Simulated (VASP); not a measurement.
# P (Fmmm) in VASP: single point with PBEsol+D3(BJ)

Aim: the single point of P with PBEsol+D3(BJ).

All numbers are computed with VASP 6.6.1; they aren't measurements. Logs are shortened: lines on timing, memory, paths and dates and some standing lists are left out, and cuts for length are marked.

### 1 The cell of the first run

The structure is orthorhombic, space group Fmmm (No. 69). The conventional cell has a = 2.975 Å, b = 3.378 Å, c = 8.806 Å, α = 90.00°, β = 90.00°, γ = 90.00°. Within 3.0 Å of P (site symmetry mm2) lie 11 P at 2.18 to 2.97 Å.

### 2 Single point, PBEsol+D3(BJ)

File INCAR:

```
PREC = Accurate
ENCUT = 520
EDIFF = 1E-7
ISMEAR = 0
SIGMA = 0.1
LREAL = F
LASPH = T
NELM = 80
ALGO = Fast
ISIF = 2
LWAVE = F
LCHARG = F
GGA = PS
IVDW = 12
NBANDS = 18
```

File KPOINTS:

```
Automatic mesh
0
Gamma
  14 14 14
```

File POSCAR:

```
P
1.0
    1.4873542332     -4.4031606474      0.0000000000
    1.4873542332      4.4031606474      0.0000000000
    0.0000000000      0.0000000000      3.3781568906
P
4
Direct
    0.1236546421      0.8763453579      1.0000000000
    0.6236546421      0.3763453579      0.5000000000
    0.8763453579      0.1236546421      0.0000000000
    0.3763453579      0.6236546421      0.5000000000
```

Potentials or basis: VASP PAW PBE potentials, release 64 (P).

Launch:

```sh
cat potpaw_PBE.64/P/POTCAR > POTCAR
mpirun -np 1 vasp_std > vasp.out
```

OUTCAR:

```text
PREC = Accurate
   ENCUT = 520
   EDIFF = 1E-7
   ISMEAR = 0
   LREAL = F
   LASPH = T
   NELM = 80
   ISIF = 2
   GGA = PS
   IVDW = 12
 IVDW          = 12

 ion  position               nearest neighbor table
   1  0.124  0.876  0.000-   3 2.18   2 2.25   2 2.25   2 2.25   2 2.25   3 2.68   3 2.68   4 2.79
                             4 2.79
   2  0.624  0.376  0.500-   4 2.18   1 2.25   1 2.25   1 2.25   1 2.25   4 2.68   4 2.68   3 2.79
                             3 2.79
   3  0.876  0.124  0.000-   1 2.18   4 2.25   4 2.25   4 2.25   4 2.25   1 2.68   1 2.68   2 2.79
                             2 2.79
   4  0.376  0.624  0.500-   2 2.18   3 2.25   3 2.25   3 2.25   3 2.25   2 2.68   2 2.68   1 2.79
                             1 2.79

  LATTYP: Found a base centered orthorhombic cell.
 ALAT       =     2.9747084664
 B/A-ratio  =     2.9603981009
 C/A-ratio  =     1.1356262063

  Lattice vectors:

 A1 = (   1.4873542332,  -4.4031606474,   0.0000000000)
 A2 = (   1.4873542332,   4.4031606474,   0.0000000000)
 A3 = (   0.0000000000,   0.0000000000,   3.3781568906)

Analysis of symmetry for initial positions (statically):
=====================================================================
 Subroutine PRICEL returns following result:

  LATTYP: Found a face centered orthorhombic cell.
 ALAT       =     2.9747084664
 B/A-ratio  =     1.1356262063
 C/A-ratio  =     2.9603981009

  Lattice vectors:

 A1 = (   0.0000000000,  -4.4031606474,   1.6890784453)
 A2 = (   1.4873542332,  -4.4031606474,   0.0000000000)
 A3 = (   1.4873542332,   0.0000000000,   1.6890784453)

   2 primitive cells build up your supercell.

 Routine SETGRP: Setting up the symmetry group for a
 base centered orthorhombic supercell.

 Subroutine GETGRP returns: Found  8 space group operations
 (whereof  8 operations were pure point group operations)
 out of a pool of  8 trial point group operations.

The static configuration has the point symmetry D_2h.

Analysis of symmetry for dynamics (positions and initial velocities):
=====================================================================
 Subroutine PRICEL returns following result:

  LATTYP: Found a face centered orthorhombic cell.
 ALAT       =     2.9747084664
 B/A-ratio  =     1.1356262063
 C/A-ratio  =     2.9603981009

  Lattice vectors:

[... 110 lines left out ...]
   LASPH  =      T    aspherical Exc in radial PAW
   ENCUT  =  520.0 eV  38.22 Ry    6.18 a.u.   8.64  8.64  6.28*2*pi/ulx,y,z
   NELM   =     80;   NELMIN=  2; NELMDL= -5     # of ELM steps
   EDIFF  = 0.1E-06   stopping-criterion for ELM
   LREAL  =      F    real-space projection
   EDIFFG = 0.1E-05   stopping-criterion for IOM
   NSW    =      0    number of steps for IOM
   IBRION =     -1    ionic relax: 0-MD 1-quasi-New 2-CG
   NFREE  =      0    steps in history (QN), initial steepest desc. (CG)
   ISIF   =      2    stress and relaxation
   ISYM   =      2    0-nonsym 1-usesym 2-fastsym
   POTIM  = 0.5000    time-step for ionic-motion
   TEBEG  =    0.0;   TEEND  =   0.0 temperature during run
   PSTRESS=    0.0 pullay stress
   NELECT =      20.0000    total number of electrons
   NUPDOWN=      -1.0000    fix difference up-down
   EMIN   =  10.00;   EMAX   =-10.00  energy-range for DOS
   EFERMI =   0.00;   METHOD = LEGACY
   ISMEAR =     0;   SIGMA  =   0.10  broadening in eV -4-tet -1-fermi 0-gaus
   EFERMI_NEDOS =   21; number of points for ismear=-14 and -15
   IALGO  =     68    algorithm
   IMIX   =      4    mixing-type and parameters
     AMIX     =   0.40;   BMIX     =  1.00
     AMIX_MAG =   1.60;   BMIX_MAG =  1.00
  volume/ion in A,a.u.               =      11.06        74.65
  Fermi-wavevector in a.u.,A,eV,Ry     =   1.256383  2.374219 21.476759  1.578497
  Thomas-Fermi vector in A             =   2.390093
   LORBIT       =      0    0 simple, 1 ext, 2 COOP (PROOUT), +10 PAW based schemes
   GGA     = PS    functional components
   LHFCALC =     F    Hartree Fock is set to
   AEXX    =    0.0000 exact exchange contribution
   IVDW    =    12    specifies the selected vdW correction
   LEPSILON=     F    determine dielectric tensor
   LRPA    =     F    only Hartree local field effects (RPA)
 non-spin polarized calculation
 RMM-DIIS sequential band-by-band and
 Gauss-broadening in eV      SIGMA  =   0.10
  energy-cutoff  :      520.00
  volume of cell :       44.25
 maximum number of plane-waves:      1215
   NGX = 17   NGY = 17   NGZ = 13

 number of electron      20.0000001 magnetization

 Free energy of the ion-electron system (eV)
  ---------------------------------------------------
  ext. energy  EPLUGINS =         0.00000000
  ---------------------------------------------------
  free energy    TOTEN  =       -20.73349367 eV

  energy without entropy =      -20.72823960  energy(sigma->0) =      -20.73086664

 E-fermi :  13.9934     XC(G=0): -12.6644

 val. band max:       13.9889461330   @ k =   0.5000   0.3571   0.2143
 cond. band min:      14.0016547502   @ k =   0.5000   0.0714   0.0714
 fundamental gap:      0.0127086172
 Fermi energy:        13.9934204280

 k-point     1 :       0.0000    0.0000    0.0000
  band No.  band energies     occupation
      1      -5.6114      2.00000
      2       0.4810      2.00000
      3       2.9109      2.00000
      4       5.8007      2.00000
      5       6.6718      2.00000
      6      10.2096      2.00000
[... 481 lines left out ...]
      5       5.9731      2.00000
      6       8.5987      2.00000
[... 10 lines left out ...]
     17      20.5518      0.00000
     18      22.2699      0.00000

 [... further k-points ...]

------------------------ aborting loop because EDIFF is reached ----------------------------------------

 Edisp (eV)   -2.06532

 E8    (eV) :    -1.2282

  FORCE on cell =-STRESS in cart. coord.  units (eV):
  Direction    XX          YY          ZZ          XY          YZ          ZX
  --------------------------------------------------------------------------------------
  -------------------------------------------------------------------------------------
  Total      11.07452    11.03636    11.10397     0.00000     0.00000     0.00000
  in kB     401.00203   399.62052   402.06870     0.00000     0.00000     0.00000
  external pressure =      400.90 kB  Pullay stress =        0.00 kB

 VOLUME and BASIS-vectors are now :
 -----------------------------------------------------------------------------
  energy-cutoff  :      520.00
  volume of cell :       44.25
      direct lattice vectors                 reciprocal lattice vectors
     1.487354233 -4.403160647  0.000000000     0.336167396 -0.113554794  0.000000000
     1.487354233  4.403160647  0.000000000     0.336167396  0.113554794  0.000000000
     0.000000000  0.000000000  3.378156891     0.000000000  0.000000000  0.296019407

 POSITION                                       TOTAL-FORCE (eV/Angst)
 -----------------------------------------------------------------------------------
      1.48735      3.31422      0.00000         0.000000      0.021861      0.000000
      1.48735     -1.08894      1.68908         0.000000      0.021861      0.000000
      1.48735     -3.31422      0.00000         0.000000     -0.021861      0.000000
      1.48735      1.08894      1.68908         0.000000     -0.021861     -0.000000
 -----------------------------------------------------------------------------------
    total drift:                                0.000000      0.000000     -0.000000

  FREE ENERGIE OF THE ION-ELECTRON SYSTEM (eV)
  ---------------------------------------------------
  free  energy   TOTEN  =       -22.7988143512 eV

  energy  without entropy=      -22.7935602750  energy(sigma->0) =      -22.79618731
```

OSZICAR:

```text
N       E                     dE             d eps       ncg     rms          rms(c)
DAV:   1     0.512930892366E+02    0.51293E+02   -0.91893E+03 16416   0.101E+03
DAV:   2    -0.182165303360E+02   -0.69510E+02   -0.66763E+02 21680   0.164E+02
DAV:   3    -0.208581973630E+02   -0.26417E+01   -0.26020E+01 21550   0.294E+01
DAV:   4    -0.208747713500E+02   -0.16574E-01   -0.16545E-01 21584   0.274E+00
DAV:   5    -0.208748658395E+02   -0.94490E-04   -0.94470E-04 21440   0.192E-01    0.143E+01
RMM:   6    -0.207744448892E+02    0.10042E+00   -0.46121E-02 16975   0.899E-01    0.854E+00
RMM:   7    -0.207341442202E+02    0.40301E-01   -0.42376E-02 18063   0.112E+00    0.287E-01
RMM:   8    -0.207335014062E+02    0.64281E-03   -0.34134E-03 18754   0.420E-01    0.179E-01
RMM:   9    -0.207334970923E+02    0.43138E-05   -0.30770E-04 19923   0.124E-01    0.100E-01
RMM:  10    -0.207334979875E+02   -0.89518E-06   -0.73577E-05 19085   0.537E-02    0.534E-02
RMM:  11    -0.207334934021E+02    0.45854E-05   -0.13524E-05 20166   0.218E-02    0.680E-03
RMM:  12    -0.207334936199E+02   -0.21786E-06   -0.31279E-06 20254   0.945E-03    0.429E-03
RMM:  13    -0.207334936747E+02   -0.54739E-07   -0.62262E-07 17361   0.378E-03
   1 F= -.22798814E+02 E0= -.22796187E+02  d E =-.525408E-02
```

stdout:

```text
POSCAR found type information on POSCAR P
 POSCAR found :  1 types and       4 ions
 scaLAPACK will be used
 -----------------------------------------------------------------------------
|                                                                             |
|                                                                             |
|     You enforced a specific xc type in the INCAR file but a different       |
|     I HOPE YOU KNOW WHAT YOU ARE DOING!                                     |
|                                                                             |
 -----------------------------------------------------------------------------

 LDA part: xc-table for (Slater+PW92), standard interpolation
 POSCAR, INCAR and KPOINTS ok, starting setup
 FFT: planning ... GRIDC
 FFT: planning ... GRID_SOFT
 FFT: planning ... GRID
 WAVECAR not read
 entering main loop
```

Run time: 12 min. Hardware: 1 thread of Oxide Virtual Turin-like, shared host; peak memory 0.35 GiB.

What came out:

| Quantity | Value |
| --- | --- |
| Free energy | -22.7988 eV |
| Pressure | 40.1 GPa |
| Largest force | 0.022 eV/Å |
| Band gap on the k mesh | zero (bands 10 and 11 overlap by 3.59 eV) |
| Dispersion energy per atom | -0.516 eV |

Forces in eV/Å, atoms in the order of the input:
```
P    0.000  0.022  0.000
P    0.000  0.022  0.000
P    0.000 -0.022  0.000
P    0.000 -0.022  0.000
```

Levels at points of the mesh, in eV from the Fermi level:
```
           k point  band 6  band 7  band 8  band 9  band 10  band 11  band 12  band 13  band 14  band 15
(0.00, 0.00, 0.00)   -3.78   -3.64   -3.57   -2.04    -1.01     1.68     2.27     2.38     6.47     7.33
(0.50, 0.00, 0.00)   -4.78   -4.04   -4.04   -1.81    -1.81    -1.19    -1.19     1.10     1.10     5.76
(0.50, 0.50, 0.00)   -5.22   -4.50   -3.96   -3.12    -0.78    -0.75     3.00     5.02     5.04     6.01
(0.00, 0.00, 0.50)   -8.22   -0.94   -0.94   -0.73    -0.73     1.52     1.52     2.35     2.35     8.26
(0.50, 0.00, 0.50)   -8.71   -8.53   -8.53   -2.73    -2.73     0.33     0.33     7.87     7.87     8.65
(0.50, 0.50, 0.50)   -2.36   -1.98   -1.98   -0.37    -0.37     0.92     0.92     1.97     1.97     6.89
```

Caveat: the cell stands under pressure; the PAW data sets were made with another functional, which shifts forces and pressure a little.
